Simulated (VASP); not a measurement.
A run of VASP 6.6.1 is set up as follows.

The input INCAR:

```
SYSTEM = K
PREC     = Accurate       ! precision mode
ENCUT    = 520            ! plane-wave cutoff, eV
EDIFF    = 1E-7           ! SCF threshold, eV
ISMEAR   = -1             ! smearing method
SIGMA    = 0.06122561905347299 ! smearing width, eV
LREAL    = .FALSE.        ! projectors in reciprocal space
LASPH    = .TRUE.         ! aspherical terms in the spheres
NELM     = 80             ! most SCF steps
ALGO     = Normal         ! electronic algorithm
ISIF     = 2              ! what is computed and relaxed
LWAVE    = .FALSE.        ! write WAVECAR
LCHARG   = .FALSE.        ! write CHGCAR
GGA      = PE             ! functional
NBANDS   = 10             ! bands
```

Contents of KPOINTS:

```
regular mesh
0
G
  25 25 25
  0 0 0
```

POSCAR

```
K
1.0
    4.2412494241      0.0000000000      0.0000000000
    0.0000000000      4.2412494241      0.0000000000
    0.0000000000      0.0000000000      4.2412494241
K
1
Direct
    0.0000000000      0.0000000000      0.0000000000
```

Potentials or basis: VASP PAW PBE potentials, release 64 (K_sv).

Launch:

```console
$ cat potpaw_PBE.64/K_sv/POTCAR > POTCAR
$ mpirun -np 1 vasp_std > vasp.out
```

Predict the pressure.

0.1 GPa.
